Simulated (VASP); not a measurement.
# ScPt (Pm-3m) in VASP: notebook

ScPt is run at these levels: LDA; tasks: vibrations by perturbation theory.

All numbers are computed with VASP 6.6.1; they aren't measurements. Logs are shortened: lines on timing, memory, paths and dates and some standing lists are left out, and cuts for length are marked.

## 1. The cell of the first run

Symmetry: Pm-3m, No. 221, cubic system. The conventional cell has a = 3.171 Å, b = 3.171 Å, c = 3.171 Å, α = 90.00°, β = 90.00°, γ = 90.00°. Sc (site symmetry m-3m) has 8 Pt at 2.75 Å and 6 Sc at 3.17 Å within 3.6 Å. Within 3.6 Å of Pt (site symmetry m-3m) lie 8 Sc at 2.75 Å and 6 Pt at 3.17 Å.

## 2. Vibrations by perturbation theory, LDA

INCAR

```
SYSTEM = ScPt
PREC = Accurate
ENCUT = 520
EDIFF = 1E-8
ISMEAR = -1
SIGMA = 0.15
LREAL = .False.
LASPH = .True.
NELM = 80
ALGO = Normal
ISIF = 2
LWAVE = .False.
LCHARG = .False.
GGA = CA
NBANDS = 18
IBRION = 8
NSW = 1
```

KPOINTS

```
Automatic mesh
0
Gamma
  14 14 14
  0 0 0
```

POSCAR

```
ScPt
1.0
    3.1712515133      0.0000000000      0.0000000000
    0.0000000000      3.1712515133      0.0000000000
    0.0000000000      0.0000000000      3.1712515133
Sc Pt
1 1
Direct
    0.5000000000      0.5000000000      0.5000000000
    0.0000000000      0.0000000000      0.0000000000
```

Potentials or basis: VASP PAW LDA potentials, release 64 (Sc_sv, Pt).

Run with:

```bash
$ cat potpaw_LDA.64/Sc_sv/POTCAR potpaw_LDA.64/Pt/POTCAR > POTCAR
$ mpirun -np 1 vasp_std > vasp.out
```

OUTCAR:

```text
SYSTEM = ScPt
   PREC = Accurate
   ENCUT = 520
   EDIFF = 1E-8
   ISMEAR = -1
   LREAL = .False.
   LASPH = .True.
   NELM = 80
   ISIF = 2
   GGA = CA
   IBRION = 8
   NSW = 1

 ion  position               nearest neighbor table
   1  0.500  0.500  0.500-   2 2.75   2 2.75   2 2.75   2 2.75   2 2.75   2 2.75   2 2.75   2 2.75

   2  0.000  0.000  0.000-   1 2.75   1 2.75   1 2.75   1 2.75   1 2.75   1 2.75   1 2.75   1 2.75

  LATTYP: Found a simple cubic cell.
 ALAT       =     3.1712515133

  Lattice vectors:

 A1 = (   3.1712515133,   0.0000000000,   0.0000000000)
 A2 = (   0.0000000000,   3.1712515133,   0.0000000000)
 A3 = (   0.0000000000,   0.0000000000,   3.1712515133)

Analysis of symmetry for initial positions (statically):
=====================================================================
 Subroutine PRICEL returns:
 Original cell was already a primitive cell.

 Routine SETGRP: Setting up the symmetry group for a
 simple cubic supercell.

 Subroutine GETGRP returns: Found 48 space group operations
 (whereof 48 operations were pure point group operations)
 out of a pool of 48 trial point group operations.

The static configuration has the point symmetry O_h .

Analysis of symmetry for dynamics (positions and initial velocities):
=====================================================================
 Subroutine PRICEL returns:
 Original cell was already a primitive cell.

 Routine SETGRP: Setting up the symmetry group for a
 simple cubic supercell.

 Subroutine GETGRP returns: Found 48 space group operations
 (whereof 48 operations were pure point group operations)
 out of a pool of 48 trial point group operations.

The dynamic configuration has the point symmetry O_h .

 Subroutine INISYM returns: Found 48 space group operations
 (whereof 48 operations are pure point group operations),
 and found     1 'primitive' translations

----------------------------------------------------------------------------------------

[... 664 lines left out ...]

 VOLUME and BASIS-vectors are now :
 -----------------------------------------------------------------------------
  energy-cutoff  :      520.00
  volume of cell :       31.89
      direct lattice vectors                 reciprocal lattice vectors
     3.171251513  0.000000000  0.000000000     0.315332920  0.000000000  0.000000000
     0.000000000  3.171251513  0.000000000     0.000000000  0.315332920  0.000000000
     0.000000000  0.000000000  3.171251513     0.000000000  0.000000000  0.315332920

 POSITION                                       TOTAL-FORCE (eV/Angst)
 -----------------------------------------------------------------------------------
      1.58563      1.58563      1.58563         0.000000      0.000000      0.000000
      0.00000      0.00000      0.00000         0.000000      0.000000      0.000000
 -----------------------------------------------------------------------------------
    total drift:                                0.000000      0.000000     -0.000000

  FREE ENERGIE OF THE ION-ELECTRON SYSTEM (eV)
  ---------------------------------------------------
  free  energy   TOTEN  =       -16.6647154550 eV

  energy  without entropy=      -16.5735143111  energy(sigma->0) =      -16.61911488

[... ionic steps 2 to 3 ...]

--------------------------------------- Ionic step        4  -------------------------------------------

------------------------ aborting loop because EDIFF is reached ----------------------------------------

[... ionic steps 5 to 6 ...]

--------------------------------------- Ionic step        7  -------------------------------------------

 Free energy of the ion-electron system (eV)
  ---------------------------------------------------
  ---------------------------------------------------
  free energy    TOTEN  =        -0.25014443 eV

  energy without entropy =       -0.25014438

------------------------ aborting loop because EDIFF is reached ----------------------------------------

 INTERNAL STRAIN TENSOR  FOR ION    2  DIRECTION 1   (eV/Angst):
 -----------------------------------------------------------------------------
     0.02728 -0.00000  0.00000
    -0.00000 -0.00632  0.00000
     0.00000  0.00000 -0.00632

 INTERNAL STRAIN TENSOR FOR ION    2 for displacements in x,y,z  (eV/Angst):
          X           Y           Z          XY          YZ          ZX
  --------------------------------------------------------------------------------
  x     0.00000     0.00000     0.00000     0.00000     0.00000     0.00000
  y     0.00000     0.00000     0.00000     0.00000     0.00000     0.00000
  z     0.00000     0.00000     0.00000     0.00000     0.00000     0.00000

 SECOND DERIVATIVES (NOT SYMMETRIZED)
 ------------------------------------
               1X          1Y          1Z          2X          2Y          2Z
  1X    -5.718000    0.000000   -0.000000    5.718000   -0.000000    0.000000
  1Y     0.000000   -5.718000   -0.000000   -0.000000    5.718000    0.000000
  1Z    -0.000000   -0.000000   -5.718000    0.000000    0.000000    5.718000
  2X     5.705402   -0.000000   -0.000000   -5.705402    0.000000    0.000000
  2Y    -0.000000    5.705402   -0.000000    0.000000   -5.705402    0.000000
  2Z    -0.000000   -0.000000    5.705402    0.000000    0.000000   -5.705402

 Eigenvectors and eigenvalues of the dynamical matrix
 ----------------------------------------------------

   1 f  =    6.183313 THz    38.850899 2PiTHz  206.253109 cm-1    25.572115 meV
             X         Y         Z           dx          dy          dz
      1.585626  1.585626  1.585626    -0.000000    0.000000   -0.901691
      0.000000  0.000000  0.000000    -0.000000    0.000000    0.432381
[... 21 lines left out ...]
   6 f/i=    0.002659 THz     0.016705 2PiTHz    0.088682 cm-1     0.010995 meV
             X         Y         Z           dx          dy          dz
      1.585626  1.585626  1.585626    -0.233794    0.343615    0.119259
      0.000000  0.000000  0.000000    -0.487555    0.716577    0.248703

--------------------------------------------------------------------------------------------------------

 ELASTIC MODULI CONTR FROM IONIC RELAXATION (kBar)
 Direction    XX          YY          ZZ          XY          YZ          ZX
 --------------------------------------------------------------------------------
 XX           0.0000      0.0000      0.0000      0.0000      0.0000      0.0000
 YY           0.0000      0.0000      0.0000      0.0000      0.0000      0.0000
 ZZ           0.0000      0.0000      0.0000      0.0000      0.0000      0.0000
 XY           0.0000      0.0000      0.0000      0.0000      0.0000      0.0000
 YZ           0.0000      0.0000      0.0000      0.0000      0.0000      0.0000
 ZX           0.0000      0.0000      0.0000      0.0000      0.0000      0.0000
 --------------------------------------------------------------------------------
```

stdout:

```text
POSCAR found type information on POSCAR ScPt
 POSCAR found :  2 types and       2 ions
 scaLAPACK will be used
 LDA part: xc-table for (Slater(with rela. corr.)+CA(PZ))
 , standard interpolation
 POSCAR, INCAR and KPOINTS ok, starting setup
 FFT: planning ... GRIDC
 FFT: planning ... GRID_SOFT
 FFT: planning ... GRID
 WAVECAR not read
 entering main loop
 Linear response reoptimize wavefunctions to high precision
 Linear response DOF=           2
 Linear response progress:
 first order change of Fermi-energy  -0.16377E-03
 force on displaced ion       1 direction 1 :  -5.718   0.000  -0.000
 Linear response progress:
 first order change of Fermi-energy   0.39321E-03
 force on displaced ion       2 direction 1 :  -5.705   0.000  -0.000
 Linear response finished
```

Run time: 3.6 min. Hardware: 1 thread of AMD EPYC 9R45 (Zen 5), shared host; peak memory 0.41 GiB.

Results:

* Highest phonon frequency at Γ: 206 cm⁻¹

Phonon frequencies in cm⁻¹ (negative: imaginary):
```csv
q point,frequencies
"(0.000, 0.000, 0.000)",0 0 0 206 206 206
```

Caveat: the cell stands under pressure or tension, which shifts response properties; spin-orbit coupling is left out, which moves the levels of the heavy elements.

## 3. Vibrations by perturbation theory, LDA

This run uses another cell than the first one, of 16.55 Å³/atom.

INCAR

```
PREC = Accurate ; ENCUT = 520
EDIFF = 1E-8 ; ISMEAR = -1
SIGMA = 0.15 ; LREAL = False
LASPH = True ; NELM = 80
ALGO = Normal ; ISIF = 2
LWAVE = False ; LCHARG = False
IBRION = 8 ; NSW = 1
```

KPOINTS

```
regular mesh
0
Gamma
  14 14 14
```

POSCAR

```
ScPt
1.0
    3.2104839277      0.0000000000      0.0000000000
    0.0000000000      3.2104839277      0.0000000000
    0.0000000000      0.0000000000      3.2104839277
Sc Pt
1 1
Direct
    0.5000000000      0.5000000000      0.5000000000
    0.0000000000      0.0000000000      0.0000000000
```

Potentials or basis: VASP PAW LDA potentials, release 64 (Sc_sv, Pt).

Run with:

```bash
$ cat potpaw_LDA.64/Sc_sv/POTCAR potpaw_LDA.64/Pt/POTCAR > POTCAR
$ mpirun -np 1 vasp_std > vasp.out
```

OUTCAR:

```text
PREC = Accurate
   ENCUT = 520
   EDIFF = 1E-8
   ISMEAR = -1
   LREAL = False
   LASPH = True
   NELM = 80
   ISIF = 2
   IBRION = 8
   NSW = 1

 ion  position               nearest neighbor table
   1  0.500  0.500  0.500-   2 2.78   2 2.78   2 2.78   2 2.78   2 2.78   2 2.78   2 2.78   2 2.78

   2  0.000  0.000  0.000-   1 2.78   1 2.78   1 2.78   1 2.78   1 2.78   1 2.78   1 2.78   1 2.78

  LATTYP: Found a simple cubic cell.
 ALAT       =     3.2104839277

  Lattice vectors:

 A1 = (   3.2104839277,   0.0000000000,   0.0000000000)
 A2 = (   0.0000000000,   3.2104839277,   0.0000000000)
 A3 = (   0.0000000000,   0.0000000000,   3.2104839277)

Analysis of symmetry for initial positions (statically):
=====================================================================
 Subroutine PRICEL returns:
 Original cell was already a primitive cell.

 Routine SETGRP: Setting up the symmetry group for a
 simple cubic supercell.

 Subroutine GETGRP returns: Found 48 space group operations
 (whereof 48 operations were pure point group operations)
 out of a pool of 48 trial point group operations.

The static configuration has the point symmetry O_h .

Analysis of symmetry for dynamics (positions and initial velocities):
=====================================================================
 Subroutine PRICEL returns:
 Original cell was already a primitive cell.

 Routine SETGRP: Setting up the symmetry group for a
 simple cubic supercell.

 Subroutine GETGRP returns: Found 48 space group operations
 (whereof 48 operations were pure point group operations)
 out of a pool of 48 trial point group operations.

The dynamic configuration has the point symmetry O_h .

 Subroutine INISYM returns: Found 48 space group operations
 (whereof 48 operations are pure point group operations),
[... 588 lines left out ...]

  FREE ENERGIE OF THE ION-ELECTRON SYSTEM (eV)
  ---------------------------------------------------
  free  energy   TOTEN  =       -16.7194841460 eV

  energy  without entropy=      -16.6273899498  energy(sigma->0) =      -16.67343705

[... ionic steps 2 to 3 ...]

--------------------------------------- Ionic step        4  -------------------------------------------

------------------------ aborting loop because EDIFF is reached ----------------------------------------

[... ionic steps 5 to 6 ...]

--------------------------------------- Ionic step        7  -------------------------------------------

 Free energy of the ion-electron system (eV)
  ---------------------------------------------------
  ---------------------------------------------------
  free energy    TOTEN  =        -0.25076188 eV

  energy without entropy =       -0.25076183

------------------------ aborting loop because EDIFF is reached ----------------------------------------

 INTERNAL STRAIN TENSOR  FOR ION    2  DIRECTION 1   (eV/Angst):
 -----------------------------------------------------------------------------
     0.02868  0.00000 -0.00000
     0.00000 -0.00650  0.00000
     0.00000  0.00000 -0.00650

 INTERNAL STRAIN TENSOR FOR ION    2 for displacements in x,y,z  (eV/Angst):
          X           Y           Z          XY          YZ          ZX
  --------------------------------------------------------------------------------
  x     0.00000     0.00000     0.00000     0.00000     0.00000     0.00000
  y     0.00000     0.00000     0.00000     0.00000     0.00000     0.00000
  z     0.00000     0.00000     0.00000     0.00000     0.00000     0.00000

 SECOND DERIVATIVES (NOT SYMMETRIZED)
 ------------------------------------
               1X          1Y          1Z          2X          2Y          2Z
  1X    -4.671633   -0.000000    0.000000    4.671633    0.000000   -0.000000
  1Y     0.000000   -4.671633    0.000000   -0.000000    4.671633   -0.000000
  1Z     0.000000    0.000000   -4.671633   -0.000000   -0.000000    4.671633
  2X     4.673768    0.000000    0.000000   -4.673768   -0.000000   -0.000000
  2Y     0.000000    4.673768    0.000000   -0.000000   -4.673768   -0.000000
  2Z     0.000000    0.000000    4.673768   -0.000000   -0.000000   -4.673768

 Eigenvectors and eigenvalues of the dynamical matrix
 ----------------------------------------------------

   1 f  =    5.590384 THz    35.125421 2PiTHz  186.475151 cm-1    23.119962 meV
             X         Y         Z           dx          dy          dz
      1.605242  1.605242  1.605242     0.000000   -0.901467   -0.000000
      0.000000  0.000000  0.000000     0.000000    0.432849    0.000000
[... 21 lines left out ...]
   6 f/i=    0.000498 THz     0.003131 2PiTHz    0.016622 cm-1     0.002061 meV
             X         Y         Z           dx          dy          dz
      1.605242  1.605242  1.605242     0.306070   -0.000000   -0.306070
      0.000000  0.000000  0.000000     0.637433   -0.000000   -0.637433

--------------------------------------------------------------------------------------------------------

 ELASTIC MODULI CONTR FROM IONIC RELAXATION (kBar)
 Direction    XX          YY          ZZ          XY          YZ          ZX
 --------------------------------------------------------------------------------
 XX           0.0000      0.0000      0.0000      0.0000      0.0000      0.0000
 YY           0.0000      0.0000      0.0000      0.0000      0.0000      0.0000
 ZZ           0.0000      0.0000      0.0000      0.0000      0.0000      0.0000
 XY           0.0000      0.0000      0.0000      0.0000      0.0000      0.0000
 YZ           0.0000      0.0000      0.0000      0.0000      0.0000      0.0000
 ZX           0.0000      0.0000      0.0000      0.0000      0.0000      0.0000
 --------------------------------------------------------------------------------
```

OSZICAR:

```text
N       E                     dE             d eps       ncg     rms          rms(c)
DAV:   1     0.216098347709E+03    0.21610E+03   -0.10607E+04  3448   0.160E+03
DAV:   2     0.288387166278E+00   -0.21581E+03   -0.21215E+03  3582   0.468E+02
DAV:   3    -0.177626241753E+02   -0.18051E+02   -0.17062E+02  5630   0.120E+02
DAV:   4    -0.180183958247E+02   -0.25577E+00   -0.25519E+00  4266   0.158E+01
[... 51 lines left out ...]
RMM:  12    -0.250761865290E+00   -0.22161E-08   -0.71001E-07 16218   0.943E-04    0.622E-06
RMM:  13    -0.250761866227E+00   -0.93715E-09   -0.70969E-07 15960   0.916E-04    0.112E-06
RMM:  14    -0.250761869522E+00   -0.32954E-08   -0.70971E-07 15193   0.908E-04    0.866E-07
RMM:  15    -0.250761875770E+00   -0.62479E-08   -0.70944E-07 14315   0.905E-04    0.126E-07
RMM:  16    -0.250761877466E+00   -0.16958E-08   -0.71003E-07 10284   0.904E-04    0.819E-08
 Linear response finished
```

Wall time 3 min (1 thread of AMD EPYC 9R45 (Zen 5), shared host); peak memory 0.37 GiB.

What came out:

- Highest phonon frequency at Γ: 186 cm⁻¹

Phonon frequencies in cm⁻¹ (negative: imaginary):
```csv
q point,frequencies
"(0.000, 0.000, 0.000)",0 0 0 186 186 186
```

Caveat: the cell stands under pressure or tension, which shifts response properties; spin-orbit coupling is left out, which moves the levels of the heavy elements.
